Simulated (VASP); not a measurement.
A run of VASP 6.6.1:

The input INCAR:

```
SYSTEM = AlSn
PREC = Accurate
ENCUT = 500
EDIFF = 1E-6
ISMEAR = 1
SIGMA = 0.01
LREAL = .False.
LASPH = .True.
NELM = 120
ALGO = Normal
ISIF = 2
LWAVE = .False.
LCHARG = .True.
GGA = RE
LELF = .True.
LVHAR = .True.
NBANDS = 16
GGA_COMPAT = .False.
```

File KPOINTS:

```
regular mesh
0
Gamma
  3 3 1
  0 0 0
```

Contents of POSCAR:

```
AlSn
1.0
    4.3983113966      0.0000000000      0.0000000000
   -2.1991556983      3.8090494033      0.0000000000
    0.0000000000      0.0000000000      3.4645490558
Al Sn
1 1
Direct
    0.0000000000      0.0000000000      0.0000000000
    0.3333333333      0.6666666667      0.5000000000
```

Potentials or basis: VASP PAW PBE potentials, release 64 (Al, Sn_d).

Run with:

```sh
$ cat potpaw_PBE.64/Al/POTCAR potpaw_PBE.64/Sn_d/POTCAR > POTCAR
$ mpirun -np 1 vasp_std > vasp.out
```

Hardware: 1 thread of AMD EPYC 7R13 (shared host).

Task: How long does it take, and how much memory?

Result: Run time: 8 s on 1 thread of AMD EPYC 7R13, on a shared host, peak memory 0.13 GiB. Counts: scf iterations 11, k points 3.
